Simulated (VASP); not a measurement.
Al8As6C (a cell with a defect), 15 atoms in the cell. The cell holds a defect, 15 atoms: a = 11.348 Å, b = 5.674 Å, c = 5.674 Å, α = 90.00°, β = 90.00°, γ = 90.00°. 

| Item | Value |
| --- | --- |
| Program | VASP 6.6.1 |
| Task | single point |
| Functional | PBEsol |
| Potentials or basis | VASP PAW PBE potentials, release 64 (Al, As, C) |
| Cutoff | 520 eV |
| k mesh | 1 × 1 × 1, shifted |
| Occupations | fermi-dirac, width 0.05 eV |
| Spin | collinear spin |
| Starting moments | [0.0, 0.429, 0.429, 0.429, 0.429, 0.429, 0.0, 0.429, 0.0, 0.0, 0.0, 0.0, 0.0, 0.0, 0.429] μB |
| Dipole correction | no |
| Charge | 1 |
| Further INCAR settings | ALGO = Normal; EDIFF = 1e-06; NBANDS = 46; ISYM = 0; NELECT = 57.0 |

Potentials or basis: VASP PAW PBE potentials, release 64 (Al, As, C).

Command:

```sh
$ cat potpaw_PBE.64/Al/POTCAR potpaw_PBE.64/As/POTCAR potpaw_PBE.64/C/POTCAR > POTCAR
$ mpirun -np 1 vasp_std > vasp.out
```

Hardware: 1 thread of AMD EPYC 7R43 64-Core Processor (Zen 3) (shared host).

Q: Estimate the wall time of this run.

A: It took 6.3 min on 1 thread of AMD EPYC 7R43 64-Core Processor (Zen 3), with other jobs on the host, peak memory 0.5 GiB. Counts: scf iterations 18, k points 4.
